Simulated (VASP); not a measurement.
# Bi (Fm-3m) in VASP: a series of runs

Runs on Bi. Level: PBE. Tasks: single point.

Program: VASP 6.6.1. These are calculated values, not measurements. Logs are shortened: lines on timing, memory, paths and dates and some standing lists are left out, and cuts for length are marked.

## 1. The cell of the first run

Symmetry: Fm-3m, No. 225, cubic system. Conventional cell: a = 5.094 Å, b = 5.094 Å, c = 5.094 Å, α = 90.00°, β = 90.00°, γ = 90.00°. Bi (site symmetry m-3m) has 12 Bi at 3.60 Å within 4.7 Å.

This isn't the form of Bi at room conditions, which is rhombohedral.

## 2. Single point, PBE

Input file INCAR:

```
PREC = Accurate ; ENCUT = 520
EDIFF = 1E-6 ; ISMEAR = -1
SIGMA = 0.06122561905347299 ; LREAL = F
LASPH = T ; NELM = 100
ALGO = Normal ; ISIF = 2
LWAVE = F ; LCHARG = T
GGA = PE ; LELF = T
LVHAR = T ; NBANDS = 14
```

Input file KPOINTS:

```
Automatic mesh
0
Gamma
  19 19 19
```

Input file POSCAR:

```
Bi
1.0
    0.0000000000      2.5468928861      2.5468928861
    2.5468928861      0.0000000000      2.5468928861
    2.5468928861      2.5468928861      0.0000000000
Bi
1
Direct
    0.0000000000      0.0000000000      0.0000000000
```

Potentials or basis: VASP PAW PBE potentials, release 64 (Bi_d).

Launch:

```bash
> cat potpaw_PBE.64/Bi_d/POTCAR > POTCAR
> mpirun -np 1 vasp_std > vasp.out
```

OUTCAR:

```text
PREC = Accurate
   ENCUT = 520
   EDIFF = 1E-6
   ISMEAR = -1
   LREAL = F
   LASPH = T
   NELM = 100
   ISIF = 2
   GGA = PE

 ion  position               nearest neighbor table
   1  0.000  0.000  0.000-

  LATTYP: Found a face centered cubic cell.
 ALAT       =     5.0937857722

  Lattice vectors:

 A1 = (   0.0000000000,   2.5468928861,   2.5468928861)
 A2 = (   2.5468928861,   0.0000000000,   2.5468928861)
 A3 = (   2.5468928861,   2.5468928861,   0.0000000000)

Analysis of symmetry for initial positions (statically):
=====================================================================
 Subroutine PRICEL returns:
 Original cell was already a primitive cell.

 Routine SETGRP: Setting up the symmetry group for a
 face centered cubic supercell.

 Subroutine GETGRP returns: Found 48 space group operations
 (whereof 48 operations were pure point group operations)
 out of a pool of 48 trial point group operations.

The static configuration has the point symmetry O_h .

Analysis of symmetry for dynamics (positions and initial velocities):
=====================================================================
 Subroutine PRICEL returns:
 Original cell was already a primitive cell.

 Routine SETGRP: Setting up the symmetry group for a
 face centered cubic supercell.

 Subroutine GETGRP returns: Found 48 space group operations
 (whereof 48 operations were pure point group operations)
 out of a pool of 48 trial point group operations.

The dynamic configuration has the point symmetry O_h .

 Subroutine INISYM returns: Found 48 space group operations
 (whereof 48 operations are pure point group operations),
 and found     1 'primitive' translations

----------------------------------------------------------------------------------------

                                     Primitive cell

  volume of cell :      33.0417

  direct lattice vectors                    reciprocal lattice vectors
     0.000000000  2.546892886  2.546892886    -0.196317640  0.196317640  0.196317640
     2.546892886  0.000000000  2.546892886     0.196317640 -0.196317640  0.196317640
     2.546892886  2.546892886  0.000000000     0.196317640  0.196317640 -0.196317640

  length of vectors
     3.601850461  3.601850461  3.601850461     0.340032126  0.340032126  0.340032126

  position of ions in fractional coordinates (direct lattice)
     0.000000000  0.000000000  0.000000000

  ion indices of the primitive-cell ions
   primitive index   ion index
                 1           1

----------------------------------------------------------------------------------------

 KPOINTS: Automatic mesh

Automatic generation of k-mesh.
 Grid dimensions read from file:
 generate k-points for:   19   19   19

 Generating k-lattice:

  Cartesian coordinates                     Fractional coordinates (reciprocal lattice)
    -0.010332507  0.010332507  0.010332507     0.052631579  0.000000000  0.000000000
     0.010332507 -0.010332507  0.010332507     0.000000000  0.052631579  0.000000000
     0.010332507  0.010332507 -0.010332507     0.000000000  0.000000000  0.052631579

  Length of vectors
     0.017896428  0.017896428  0.017896428

  Shift w.r.t. Gamma in fractional coordinates (k-lattice)
     0.000000000  0.000000000  0.000000000

 Subroutine IBZKPT returns following result:
 ===========================================

 Found    220 irreducible k-points:

 Following reciprocal coordinates:
            Coordinates               Weight
  0.000000  0.000000  0.000000      1.000000
  0.052632  0.000000  0.000000      8.000000
  0.105263  0.000000  0.000000      8.000000
  0.157895  0.000000  0.000000      8.000000
  0.210526  0.000000  0.000000      8.000000
  0.263158  0.000000  0.000000      8.000000
[... 16 lines left out ...]
 -0.315789  0.052632  0.000000     24.000000
 -0.263158  0.052632  0.000000     24.000000
 [... further k-points ...]
   k-points           NKPTS =    220   k-points in BZ     NKDIM =    220   number of bands    NBANDS=     14
   number of dos      NEDOS =    301   number of ions     NIONS =      1
   total plane-waves  NPLWV =  21952
   dimension x,y,z NGX =    28 NGY =   28 NGZ =   28
   dimension x,y,z NGXF=    56 NGYF=   56 NGZF=   56
   ions per type =               1
   NGX,Y,Z   is equivalent  to a cutoff of  12.92, 12.92, 12.92 a.u.
   NGXF,Y,Z  is equivalent  to a cutoff of  25.85, 25.85, 25.85 a.u.
 SYSTEM =  unknown system
   PREC   = accura    normal or accurate (medium, high low for compatibility)
   ISTART =      0    job   : 0-new  1-cont  2-samecut
   ICHARG =      2    charge: 1-file 2-atom 10-const
   ISPIN  =      1    spin polarized calculation?
   LNONCOLLINEAR =      F non collinear calculations
   LSORBIT =      F    spin-orbit coupling
   LASPH  =      T    aspherical Exc in radial PAW
   ENCUT  =  520.0 eV  38.22 Ry    6.18 a.u.   6.70  6.70  6.70*2*pi/ulx,y,z
   NELM   =    100;   NELMIN=  2; NELMDL= -5     # of ELM steps
   EDIFF  = 0.1E-05   stopping-criterion for ELM
   LREAL  =      F    real-space projection
   EDIFFG = 0.1E-04   stopping-criterion for IOM
   NSW    =      0    number of steps for IOM
   IBRION =     -1    ionic relax: 0-MD 1-quasi-New 2-CG
   NFREE  =      0    steps in history (QN), initial steepest desc. (CG)
   ISIF   =      2    stress and relaxation
   ISYM   =      2    0-nonsym 1-usesym 2-fastsym
   POTIM  = 0.5000    time-step for ionic-motion
   TEBEG  =    0.0;   TEEND  =   0.0 temperature during run
   PSTRESS=    0.0 pullay stress
   NELECT =      15.0000    total number of electrons
   NUPDOWN=      -1.0000    fix difference up-down
   EMIN   =  10.00;   EMAX   =-10.00  energy-range for DOS
   EFERMI =   0.00;   METHOD = LEGACY
   ISMEAR =    -1;   SIGMA  =   0.06  broadening in eV -4-tet -1-fermi 0-gaus
   EFERMI_NEDOS =   21; number of points for ismear=-14 and -15
   IALGO  =     38    algorithm
   IMIX   =      4    mixing-type and parameters
     AMIX     =   0.40;   BMIX     =  1.00
     AMIX_MAG =   1.60;   BMIX_MAG =  1.00
  volume/ion in A,a.u.               =      33.04       222.98
  Fermi-wavevector in a.u.,A,eV,Ry     =   1.258205  2.377662 21.539092  1.583079
  Thomas-Fermi vector in A             =   2.391826
   LORBIT       =      0    0 simple, 1 ext, 2 COOP (PROOUT), +10 PAW based schemes
   GGA     = PE    functional components
   LHFCALC =     F    Hartree Fock is set to
   AEXX    =    0.0000 exact exchange contribution
   IVDW    =     0    specifies the selected vdW correction
   LEPSILON=     F    determine dielectric tensor
   LRPA    =     F    only Hartree local field effects (RPA)
 non-spin polarized calculation
  energy-cutoff  :      520.00
  volume of cell :       33.04
 maximum number of plane-waves:       911
   NGX = 13   NGY = 13   NGZ = 13

 number of electron      14.9999994 magnetization

 Free energy of the ion-electron system (eV)
  ---------------------------------------------------
  ext. energy  EPLUGINS =         0.00000000
  ---------------------------------------------------
  free energy    TOTEN  =        -3.70063010 eV

  energy without entropy =       -3.69176002  energy(sigma->0) =       -3.69619506

 E-fermi :   7.3147     XC(G=0): -10.0136

 val. band max:        7.3075971754   @ k =  -0.4211   0.2105   0.0526
 cond. band min:       7.3225437775   @ k =  -0.3684   0.3684   0.1579
 fundamental gap:      0.0149466021
 Fermi energy:         7.3147191627

 k-point     1 :       0.0000    0.0000    0.0000
  band No.  band energies     occupation
      1     -15.7935      2.00000
      2     -15.7935      2.00000
      3     -15.7935      2.00000
      4     -15.7374      2.00000
      5     -15.7374      2.00000
      6      -5.9361      2.00000
      7      11.8256      0.00000
      8      11.8256      0.00000
      9      11.8256      0.00000
     10      15.4397      0.00000
     11      16.3674      0.00000
     12      17.7751      0.00000
     13      17.7751      0.00000
     14      17.7751      0.00000

 k-point     2 :       0.0526    0.0000    0.0000
  band No.  band energies     occupation
      1     -15.7931      2.00000
      2     -15.7917      2.00000
      3     -15.7917      2.00000
      4     -15.7374      2.00000
      5     -15.7374      2.00000
      6      -5.8918      2.00000
      7      11.2398      0.00000
      8      11.7729      0.00000
      9      11.7729      0.00000
     10      15.7499      0.00000
     11      16.1386      0.00000
     12      17.8713      0.00000
     13      17.8713      0.00000
     14      18.4441      0.00000

 k-point     3 :       0.1053    0.0000    0.0000
  band No.  band energies     occupation
      1     -15.7922      2.00000
      2     -15.7870      2.00000
      3     -15.7870      2.00000
      4     -15.7370      2.00000
      5     -15.7370      2.00000
      6      -5.7597      2.00000
      7       9.9977      0.00000
      8      11.6276      0.00000
      9      11.6276      0.00000
     10      15.4265      0.00000
     11      16.8275      0.00000
     12      18.1230      0.00000
     13      18.1230      0.00000
     14      19.3891      0.00000

 k-point     4 :       0.1579    0.0000    0.0000
  band No.  band energies     occupation
      1     -15.7908      2.00000
      2     -15.7816      2.00000
      3     -15.7816      2.00000
      4     -15.7344      2.00000
      5     -15.7344      2.00000
      6      -5.5424      2.00000
      7       8.5886      0.00000
      8      11.4203      0.00000
      9      11.4203      0.00000
     10      15.0261      0.00000
     11      17.7783      0.00000
     12      18.3405      0.00000
     13      18.3405      0.00000
     14      18.7794      0.00000

 k-point     5 :       0.2105    0.0000    0.0000
  band No.  band energies     occupation
      1     -15.7892      2.00000
      2     -15.7784      2.00000
      3     -15.7784      2.00000
      4     -15.7276      2.00000
      5     -15.7276      2.00000
      6      -5.2453      2.00000
      7       7.1835      1.79006
      8      11.1853      0.00000
      9      11.1853      0.00000
     10      14.7203      0.00000
     11      18.0509      0.00000
[... 276 lines left out ...]
 k-point    22 :      -0.3684    0.0526    0.0000
  band No.  band energies     occupation
      1     -15.7847      2.00000
      2     -15.7834      2.00000
      3     -15.7824      2.00000
      4     -15.6927      2.00000
      5     -15.6850      2.00000
      6      -3.8625      2.00000
      7       3.3603      2.00000
      8       9.9145      0.00000
      9      10.6389      0.00000
     10      14.6588      0.00000
     11      15.7296      0.00000
     12      16.9468      0.00000
     13      17.9517      0.00000
     14      21.7535      0.00000

 k-point    23 :      -0.3158    0.0526    0.0000
  band No.  band energies     occupation
      1     -15.7857      2.00000
      2     -15.7807      2.00000
      3     -15.7797      2.00000
      4     -15.7056      2.00000
      5     -15.6943      2.00000
      6      -4.2836      2.00000
      7       4.3132      2.00000
      8      10.0075      0.00000
      9      10.8767      0.00000
     10      14.7035      0.00000
     11      16.1199      0.00000
     12      17.1202      0.00000
     13      18.3078      0.00000
     14      20.7220      0.00000

 k-point    24 :      -0.2632    0.0526    0.0000
  band No.  band energies     occupation
      1     -15.7874      2.00000
      2     -15.7777      2.00000
      3     -15.7772      2.00000
      4     -15.7195      2.00000
      5     -15.7059      2.00000
      6      -4.7082      2.00000
      7       5.4577      2.00000
      8      10.1670      0.00000
      9      11.1388      0.00000
     10      14.8046      0.00000
     11      16.6159      0.00000
     12      17.3923      0.00000
     13      18.7341      0.00000
     14      19.6600      0.00000

 [... further k-points ...]

------------------------ aborting loop because EDIFF is reached ----------------------------------------

  FORCE on cell =-STRESS in cart. coord.  units (eV):
  Direction    XX          YY          ZZ          XY          YZ          ZX
  --------------------------------------------------------------------------------------
  -------------------------------------------------------------------------------------
  Total       -0.3935087     -0.3935087     -0.3935087      0.0000000      0.0000000      0.0000000
  in kB      -19.0810755    -19.0810755    -19.0810755      0.0000000      0.0000000      0.0000000
  external PRESSURE =     -19.0810755 kB  Pullay stress =       0.0000000 kB

 VOLUME and BASIS-vectors are now :
 -----------------------------------------------------------------------------
  energy-cutoff  :      520.00
  volume of cell :       33.04
      direct lattice vectors                 reciprocal lattice vectors
     0.000000000  2.546892886  2.546892886    -0.196317640  0.196317640  0.196317640
     2.546892886  0.000000000  2.546892886     0.196317640 -0.196317640  0.196317640
     2.546892886  2.546892886  0.000000000     0.196317640  0.196317640 -0.196317640

 POSITION                                       TOTAL-FORCE (eV/Angst)
 -----------------------------------------------------------------------------------
      0.00000      0.00000      0.00000        -0.000000      0.000000      0.000000
 -----------------------------------------------------------------------------------
    total drift:                               -0.000000     -0.000000      0.000000

  FREE ENERGIE OF THE ION-ELECTRON SYSTEM (eV)
  ---------------------------------------------------
  free  energy   TOTEN  =        -3.7006301003 eV

  energy  without entropy=       -3.6917600207  energy(sigma->0) =       -3.69619506
```

Wall time 1.9 min (1 thread of AMD EPYC 7R43 (Zen 3), shared host); peak memory 0.18 GiB.

Results:

```yaml
Free_energy: -3.7006 eV
Pressure: -1.9 GPa
Band_gap_on_the_k_mesh: zero (an odd number of electrons rules out a gap without spin polarisation)
```

Levels at points of the mesh, in eV from the Fermi level:
| k point | band 4 | band 5 | band 6 | band 7 | band 8 | band 9 | band 10 | band 11 |
| --- | --- | --- | --- | --- | --- | --- | --- | --- |
| (0.00, 0.00, 0.00) | -23.05 | -23.05 | -13.25 | 4.51 | 4.51 | 4.51 | 8.12 | 9.05 |

Caveat: spin-orbit coupling is left out, which moves the levels of the heavy elements.

[end of part 1 of 2]
